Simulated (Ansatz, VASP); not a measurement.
ZnSe in VASP and in Ansatz

```
Zn Se
1.0
     3.94942    0.00000    0.00000
     0.00000    3.94942    0.00000
     0.00000    0.00000    5.21252
Zn Se
2 2
Direct
  0.00000 0.00000 0.00000
  0.50000 0.50000 0.00000
  0.00000 0.50000 0.27970
  0.50000 0.00000 0.72030
```

Change from the starting cell: mode 11 frozen in at +0.000 Å, equal normal strain along x, y and z -0.0083.

Alike in both runs: task single point; functional LDA; k mesh 8 × 8 × 6; occupations gaussian, width 0.05 eV; no spin polarisation.

|  | VASP | Ansatz |
| --- | --- | --- |
| version | VASP 6.6.1 | Ansatz 0.2.0 |
| potentials or method | VASP PAW LDA potentials, release 64 (Zn, Se), cutoff 520 eV | scalar-relativistic, plane waves, PAW |
| valence electrons in the cell | 36 | 56 |

|  | VASP | Ansatz | Ansatz less VASP |
| --- | --- | --- | --- |
| gap on the k mesh at the Fermi level (eV) | 1.59 | 1.59 | -0.004 |
| least direct gap on the mesh (eV) | 1.59 | 1.59 | -0.004 |
| pressure (GPa) | 2.4 | 2.0 | -0.45 |
| traceless stress, the component that is largest in VASP (GPa) | -0.11 | -0.08 | +0.028 |
| rms of the force components (eV/Å) | 0.140 | 0.110 | -0.0293 |

Ansatz warns that its potentials were made for another functional, while VASP's fit it. LDA's correlation is that of Perdew and Zunger in VASP and of Perdew and Wang (1992) in Ansatz. Atom by atom the forces differ by 0.029 eV/Å (rms over components). VASP's potentials hold 36 valence electrons a cell and Ansatz's 56, so a difference there can come from the potentials and not from the codes.
